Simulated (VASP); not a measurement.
Write the native input for VASP 6.6.1 that does the following.

```yaml
Task: single point
Functional: PBEsol
Potentials_or_basis: VASP PAW PBE potentials, release 64 (Zn, S)
Cutoff: 520 eV
k_mesh: 6 × 6 × 4
Occupations: gaussian, width 0.5 eV
Spin: no spin polarisation
Dipole_correction: no
Further_INCAR_settings: ALGO = Normal; EDIFF = 1e-06; NBANDS = 26
```

The structure of ZnS (Wurtzite-2H) lies in POSCAR:

```
ZnS
1.0
    3.8054280153      0.0000000000      0.0000000000
   -1.9027140076      3.2955973335      0.0000000000
    0.0000000000      0.0000000000      6.2440175084
Zn S
2 2
Direct
    0.3333333333      0.6666666667      0.0053397643
    0.6666666667      0.3333333333      0.5053397643
    0.3333333333      0.6666666667      0.3796602357
    0.6666666667      0.3333333333      0.8796602357
```

One way to write it, as run:

INCAR

```
SYSTEM = ZnS
  ALGO = Normal
  EDIFF = 1E-6
  ENCUT = 520
  GGA = PS
  ISIF = 2
  ISMEAR = 0
  LASPH = .TRUE.
  LCHARG = .FALSE.
  LREAL = .FALSE.
  LWAVE = .FALSE.
  NBANDS = 26
  NELM = 60
  PREC = Accurate
  SIGMA = 0.5
```

KPOINTS

```
k-points
0
G
  6 6 4
  0 0 0
```

Potentials or basis: VASP PAW PBE potentials, release 64 (Zn, S).

The run is started by

```sh
$ cat potpaw_PBE.64/Zn/POTCAR potpaw_PBE.64/S/POTCAR > POTCAR
$ mpirun -np 1 vasp_std > vasp.out
```

It gave:

```yaml
Pressure: -1.2 GPa
Band_gap_on_the_k_mesh: 2.08 eV, direct
```

Caveat: the PAW data sets were made with another functional, which shifts forces and pressure a little.

Run time: 19 s on 1 thread of AMD EPYC 9R45 96-Core Processor (Zen 5), with other jobs on the host, peak memory 0.17 GiB.
